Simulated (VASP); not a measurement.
Runs of VASP 6.6.1 on Cs2AgBiBr6. The structure is that of space group Fm-3m (No. 225), or close to it. The cells are those of the table. 

```csv
cell,gap on the mesh (eV),pressure (GPa),largest force (eV/Å)
"a = 8.120 Å, angles 60.0°, 10 atoms",(b),0.0,-
"a = 8.038 Å, angles 60.0°, 10 atoms",1.30,0.7,0.09
"a = 7.955 Å, angles 60.0°, 10 atoms",1.26,1.6,0.20
"a = 8.201 Å, angles 60.0°, 10 atoms",1.36,-0.7,(a)
"a = 8.023 Å, angles 60.0°, 10 atoms",1.28,0.8,0.06
```

Alike in all rows: task single point; level PBE; potentials or basis VASP PAW PBE potentials, release 64 (Cs_sv, Ag, Bi_d, Br); no spin polarisation; k mesh 4 × 4 × 4; cutoff (eV) 520; smearing gaussian 0.01 eV.

Q: Fill in the values left out.

A: (a) 0.08; (b) 1.33.

Caveats: spin-orbit coupling is left out, which moves the levels of the heavy elements.

A k mesh can miss the band edges, and the runs leave out spin-orbit coupling on Ag, Bi, Br, Cs.
